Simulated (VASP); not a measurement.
Write the native input for VASP 6.6.1 that does the following.

```
Task                   : single point
Functional             : LDA
Potentials or basis    : VASP PAW LDA potentials, release 64 (Mg, S)
Cutoff                 : 520 eV
k mesh                 : 8 × 8 × 8
Occupations            : gaussian, width 0.01 eV
Spin                   : no spin polarisation
Dipole correction      : no
Further INCAR settings : ALGO = Normal; EDIFF = 1e-06; NBANDS = 11
```

The structure of MgS lies in POSCAR:

```
MgS
1.0
    2.5770033424      2.5770033424      0.0000000000
   -2.5770033424      2.5770033424      0.0000000000
    0.0000000000      2.5770033424      2.5564898829
Mg S
1 1
Direct
    0.0000000000      0.0000000000      0.0000000000
    0.5000000000      0.5000000000      0.0000000000
```

This cell differs from its parent crystal: in-plane strain +0.005.

The input as run:

INCAR

```
SYSTEM = MgS
  PREC = Accurate
  ENCUT = 520
  EDIFF = 1E-6
  ISMEAR = 0
  SIGMA = 0.01
  LREAL = .FALSE.
  LASPH = .TRUE.
  NELM = 80
  ALGO = Normal
  ISIF = 2
  LWAVE = .FALSE.
  LCHARG = .FALSE.
  GGA = CA
  NBANDS = 11
```

KPOINTS

```
regular mesh
0
G
  8 8 8
  0 0 0
```

Potentials or basis: VASP PAW LDA potentials, release 64 (Mg, S).

The run is started by

```console
$ cat potpaw_LDA.64/Mg/POTCAR potpaw_LDA.64/S/POTCAR > POTCAR
$ mpirun -np 1 vasp_std > vasp.out
```

It gave:

The pressure is -1.1 GPa and the band gap on the k mesh is 2.59 eV, indirect (least direct gap 3.77 eV).

Caveat: the cell differs from its parent crystal (in-plane strain +0.005).

Wall time 22 s on 1 thread of Intel(R) Xeon(R) Platinum 8375C CPU @ 2.90GHz (Ice Lake) (shared host), peak memory 0.15 GiB.
